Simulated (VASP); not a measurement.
# SrO (P6_3/mmc) in VASP: further runs

SrO is run at these levels: LDA; tasks: single point.

All numbers are computed with VASP 6.6.1; they aren't measurements. Logs are shortened: lines on timing, memory, paths and dates and some standing lists are left out, and cuts for length are marked.

## (1) The cell of the first run

Symmetry: P6_3/mmc, No. 194, hexagonal system. The conventional cell has a = 3.602 Å, b = 3.602 Å, c = 6.050 Å, α = 90.00°, β = 90.00°, γ = 120.00°. Within 3.4 Å of Sr (site symmetry -6m2) lie 6 O at 2.57 Å. O (site symmetry -3m) has 6 Sr at 2.57 Å and 2 O at 3.03 Å within 3.4 Å.

## (2) Single point, LDA

INCAR

```
PREC = Accurate
ENCUT = 520
EDIFF = 1E-6
ISMEAR = 0
SIGMA = 0.05
LREAL = False
LASPH = True
NELM = 100
ALGO = Normal
ISIF = 2
LWAVE = False
LCHARG = False
NBANDS = 24
```

KPOINTS

```
Automatic mesh
0
Gamma
  9 9 4
```

POSCAR

```
SrO
1.0
    3.6019693189      0.0000000000      0.0000000000
   -1.8009846594      3.1193969338      0.0000000000
    0.0000000000      0.0000000000      6.0503837879
Sr O
2 2
Direct
    0.3333333333      0.6666666667      0.2500000000
    0.6666666667      0.3333333333      0.7500000000
    0.0000000000      0.0000000000      0.0000000000
    0.0000000000      0.0000000000      0.5000000000
```

Potentials or basis: VASP PAW LDA potentials, release 64 (Sr_sv, O).

The run is started by

```bash
$ cat potpaw_LDA.64/Sr_sv/POTCAR potpaw_LDA.64/O/POTCAR > POTCAR
$ mpirun -np 1 vasp_std > vasp.out
```

OUTCAR:

```text
PREC = Accurate
   ENCUT = 520
   EDIFF = 1E-6
   ISMEAR = 0
   LREAL = False
   LASPH = True
   NELM = 100
   ISIF = 2

 ion  position               nearest neighbor table
   1  0.333  0.667  0.250-   3 2.57   4 2.57   3 2.57   4 2.57   3 2.57   4 2.57   2 3.67   2 3.67
                             2 3.67   2 3.67   2 3.67   2 3.67
   2  0.667  0.333  0.750-   3 2.57   4 2.57   3 2.57   4 2.57   3 2.57   4 2.57   1 3.67   1 3.67
                             1 3.67   1 3.67   1 3.67   1 3.67
   3  0.000  0.000  0.000-   1 2.57   2 2.57   1 2.57   2 2.57   2 2.57   1 2.57
   4  0.000  0.000  0.500-   1 2.57   2 2.57   1 2.57   2 2.57   2 2.57   1 2.57

  LATTYP: Found a hexagonal cell.
 ALAT       =     3.6019693189
 C/A-ratio  =     1.6797432882

  Lattice vectors:

 A1 = (   3.6019693189,   0.0000000000,   0.0000000000)
 A2 = (  -1.8009846594,   3.1193969338,   0.0000000000)
 A3 = (   0.0000000000,   0.0000000000,   6.0503837879)

Analysis of symmetry for initial positions (statically):
=====================================================================
 Subroutine PRICEL returns:
 Original cell was already a primitive cell.

 Routine SETGRP: Setting up the symmetry group for a
 hexagonal supercell.

 Subroutine GETGRP returns: Found 24 space group operations
 (whereof 12 operations were pure point group operations)
 out of a pool of 24 trial point group operations.

The static configuration has the point symmetry D_3d.
 The point group associated with its full space group is D_6h.

Analysis of symmetry for dynamics (positions and initial velocities):
=====================================================================
 Subroutine PRICEL returns:
 Original cell was already a primitive cell.

 Routine SETGRP: Setting up the symmetry group for a
 hexagonal supercell.

 Subroutine GETGRP returns: Found 24 space group operations
 (whereof 12 operations were pure point group operations)
 out of a pool of 24 trial point group operations.

The dynamic configuration has the point symmetry D_3d.
 The point group associated with its full space group is D_6h.

 Subroutine INISYM returns: Found 24 space group operations
 (whereof 12 operations are pure point group operations),
 and found     1 'primitive' translations

----------------------------------------------------------------------------------------

                                     Primitive cell

  volume of cell :      67.9819

  direct lattice vectors                    reciprocal lattice vectors
     3.601969319  0.000000000  0.000000000     0.277625907  0.160287392  0.000000000
    -1.800984659  3.119396934  0.000000000     0.000000000  0.320574785  0.000000000
     0.000000000  0.000000000  6.050383788     0.000000000  0.000000000  0.165278772

  length of vectors
     3.601969319  3.601969319  6.050383788     0.320574785  0.320574785  0.165278772

  position of ions in fractional coordinates (direct lattice)
     0.333333333  0.666666667  0.250000000
     0.666666667  0.333333333  0.750000000
     0.000000000  0.000000000  0.000000000
     0.000000000  0.000000000  0.500000000

  ion indices of the primitive-cell ions
   primitive index   ion index
                 1           1
                 2           2
                 3           3
                 4           4

----------------------------------------------------------------------------------------

 KPOINTS: Automatic mesh

Automatic generation of k-mesh.
 Grid dimensions read from file:
 generate k-points for:    9    9    4

 Generating k-lattice:

  Cartesian coordinates                     Fractional coordinates (reciprocal lattice)
     0.030847323  0.017809710  0.000000000     0.111111111  0.000000000  0.000000000
     0.000000000  0.035619421  0.000000000     0.000000000  0.111111111  0.000000000
     0.000000000  0.000000000  0.041319693     0.000000000  0.000000000  0.250000000

  Length of vectors
     0.035619421  0.035619421  0.041319693

  Shift w.r.t. Gamma in fractional coordinates (k-lattice)
     0.000000000  0.000000000  0.000000000

 Subroutine IBZKPT returns following result:
 ===========================================

 Found     36 irreducible k-points:

 Following reciprocal coordinates:
            Coordinates               Weight
  0.000000  0.000000  0.000000      1.000000
  0.111111  0.000000  0.000000      6.000000
  0.222222  0.000000  0.000000      6.000000
  0.333333  0.000000  0.000000      6.000000
  0.444444  0.000000  0.000000      6.000000
  0.111111  0.111111  0.000000      6.000000
[... 16 lines left out ...]
  0.333333  0.222222  0.250000     24.000000
  0.333333  0.333333  0.250000      4.000000
 [... further k-points ...]
   k-points           NKPTS =     36   k-points in BZ     NKDIM =     36   number of bands    NBANDS=     24
   number of dos      NEDOS =    301   number of ions     NIONS =      4
   total plane-waves  NPLWV =  37632
   dimension x,y,z NGX =    28 NGY =   28 NGZ =   48
   dimension x,y,z NGXF=    56 NGYF=   56 NGZF=   96
   ions per type =               2   2
   NGX,Y,Z   is equivalent  to a cutoff of  12.92, 12.92, 13.19 a.u.
   NGXF,Y,Z  is equivalent  to a cutoff of  25.85, 25.85, 26.38 a.u.
 SYSTEM =  unknown system
   PREC   = accura    normal or accurate (medium, high low for compatibility)
   ISTART =      0    job   : 0-new  1-cont  2-samecut
   ICHARG =      2    charge: 1-file 2-atom 10-const
   ISPIN  =      1    spin polarized calculation?
   LNONCOLLINEAR =      F non collinear calculations
   LSORBIT =      F    spin-orbit coupling
   LASPH  =      T    aspherical Exc in radial PAW
   ENCUT  =  520.0 eV  38.22 Ry    6.18 a.u.   6.70  6.70 11.25*2*pi/ulx,y,z
   NELM   =    100;   NELMIN=  2; NELMDL= -5     # of ELM steps
   EDIFF  = 0.1E-05   stopping-criterion for ELM
   LREAL  =      F    real-space projection
   EDIFFG = 0.1E-04   stopping-criterion for IOM
   NSW    =      0    number of steps for IOM
   IBRION =     -1    ionic relax: 0-MD 1-quasi-New 2-CG
   NFREE  =      0    steps in history (QN), initial steepest desc. (CG)
   ISIF   =      2    stress and relaxation
   ISYM   =      2    0-nonsym 1-usesym 2-fastsym
   POTIM  = 0.5000    time-step for ionic-motion
   TEBEG  =    0.0;   TEEND  =   0.0 temperature during run
   PSTRESS=    0.0 pullay stress
   NELECT =      32.0000    total number of electrons
   NUPDOWN=      -1.0000    fix difference up-down
   EMIN   =  10.00;   EMAX   =-10.00  energy-range for DOS
   EFERMI =   0.00;   METHOD = LEGACY
   ISMEAR =     0;   SIGMA  =   0.05  broadening in eV -4-tet -1-fermi 0-gaus
   EFERMI_NEDOS =   21; number of points for ismear=-14 and -15
   IALGO  =     38    algorithm
   IMIX   =      4    mixing-type and parameters
     AMIX     =   0.40;   BMIX     =  1.00
     AMIX_MAG =   1.60;   BMIX_MAG =  1.00
  volume/ion in A,a.u.               =      17.00       114.69
  Fermi-wavevector in a.u.,A,eV,Ry     =   1.273484  2.406537 22.065419  1.621763
  Thomas-Fermi vector in A             =   2.406305
   LORBIT       =      0    0 simple, 1 ext, 2 COOP (PROOUT), +10 PAW based schemes
   GGA     = CA    functional components
   LHFCALC =     F    Hartree Fock is set to
   AEXX    =    0.0000 exact exchange contribution
   IVDW    =     0    specifies the selected vdW correction
   LEPSILON=     F    determine dielectric tensor
   LRPA    =     F    only Hartree local field effects (RPA)
 non-spin polarized calculation
 Gauss-broadening in eV      SIGMA  =   0.05
  energy-cutoff  :      520.00
  volume of cell :       67.98
 maximum number of plane-waves:      1860
 NGX is ok and might be reduce to    28
   NGX = 13   NGY = 13   NGZ = 23

 number of electron      32.0000005 magnetization

 Free energy of the ion-electron system (eV)
  ---------------------------------------------------
  ext. energy  EPLUGINS =         0.00000000
  ---------------------------------------------------
  free energy    TOTEN  =       -26.37961662 eV

  energy without entropy =      -26.37961662  energy(sigma->0) =      -26.37961662

 E-fermi :   2.4025     XC(G=0): -10.5150

 val. band max:        2.0656164814   @ k =   0.0000   0.0000   0.0000
 cond. band min:       4.7232532451   @ k =   0.0000   0.0000   0.0000
 fundamental gap:      2.6576367637
 Fermi energy:         2.4024817973

 k-point     1 :       0.0000    0.0000    0.0000
  band No.  band energies     occupation
      1     -30.7666      2.00000
      2     -30.6353      2.00000
      3     -14.9649      2.00000
      4     -13.3352      2.00000
      5     -12.5613      2.00000
      6     -12.5613      2.00000
[... 16 lines left out ...]
     23       8.9131      0.00000
     24      10.2633      0.00000

 k-point     2 :       0.1111    0.0000    0.0000
  band No.  band energies     occupation
      1     -30.7510      2.00000
      2     -30.6272      2.00000
      3     -14.8688      2.00000
      4     -13.6703      2.00000
      5     -12.6662      2.00000
      6     -12.6069      2.00000
[... 16 lines left out ...]
     23       9.1326      0.00000
     24       9.9903      0.00000

 k-point     3 :       0.2222    0.0000    0.0000
  band No.  band energies     occupation
      1     -30.7104      2.00000
      2     -30.6076      2.00000
      3     -14.5897      2.00000
      4     -14.1973      2.00000
      5     -12.9103      2.00000
      6     -12.7013      2.00000
[... 16 lines left out ...]
     23       9.7005      0.00000
     24       9.7161      0.00000
[... 514 lines left out ...]
 k-point    23 :       0.3333    0.2222    0.2500
  band No.  band energies     occupation
      1     -30.6012      2.00000
      2     -30.5819      2.00000
      3     -14.7624      2.00000
      4     -13.9194      2.00000
      5     -13.1524      2.00000
      6     -13.0436      2.00000
[... 16 lines left out ...]
     23      11.2654      0.00000
     24      11.6445      0.00000

 k-point    24 :       0.3333    0.3333    0.2500
  band No.  band energies     occupation
      1     -30.5855      2.00000
      2     -30.5855      2.00000
      3     -14.7707      2.00000
      4     -13.7812      2.00000
      5     -13.2440      2.00000
      6     -13.2440      2.00000
[... 16 lines left out ...]
     23      11.7229      0.00000
     24      11.7229      0.00000

 [... further k-points ...]
[... 5 lines left out ...]
  --------------------------------------------------------------------------------------
  -------------------------------------------------------------------------------------
  Total       -2.8726561     -2.8726561     -0.1439139     -0.0000000      0.0000000      0.0000000
  in kB      -67.7018675    -67.7018675     -3.3917183     -0.0000000      0.0000000      0.0000000
  external PRESSURE =     -46.2651511 kB  Pullay stress =       0.0000000 kB

 VOLUME and BASIS-vectors are now :
 -----------------------------------------------------------------------------
  energy-cutoff  :      520.00
  volume of cell :       67.98
      direct lattice vectors                 reciprocal lattice vectors
     3.601969319  0.000000000  0.000000000     0.277625907  0.160287392  0.000000000
    -1.800984659  3.119396934  0.000000000     0.000000000  0.320574785  0.000000000
     0.000000000  0.000000000  6.050383788     0.000000000  0.000000000  0.165278772

 POSITION                                       TOTAL-FORCE (eV/Angst)
 -----------------------------------------------------------------------------------
     -0.00000      2.07960      1.51260         0.000000     -0.000000      0.000000
      1.80098      1.03980      4.53779        -0.000000      0.000000      0.000000
      0.00000      0.00000      0.00000         0.000000      0.000000      0.000000
      0.00000      0.00000      3.02519         0.000000      0.000000      0.000000
 -----------------------------------------------------------------------------------
    total drift:                                0.000000     -0.000000      0.000000

  FREE ENERGIE OF THE ION-ELECTRON SYSTEM (eV)
  ---------------------------------------------------
  free  energy   TOTEN  =       -26.3796166211 eV

  energy  without entropy=      -26.3796166211  energy(sigma->0) =      -26.37961662
```

Wall time 1.8 min (1 thread of AMD EPYC, shared host); peak memory 0.16 GiB.

What came out:

```yaml
Free_energy: -26.3796 eV
Pressure: -4.6 GPa
Band_gap_on_the_k_mesh: 2.66 eV, direct
```

Stress tensor (GPa, compression positive):
```
-6.77  0.00  0.00
 0.00 -6.77  0.00
 0.00  0.00 -0.34
```

(Continued in part 2 of 2.)
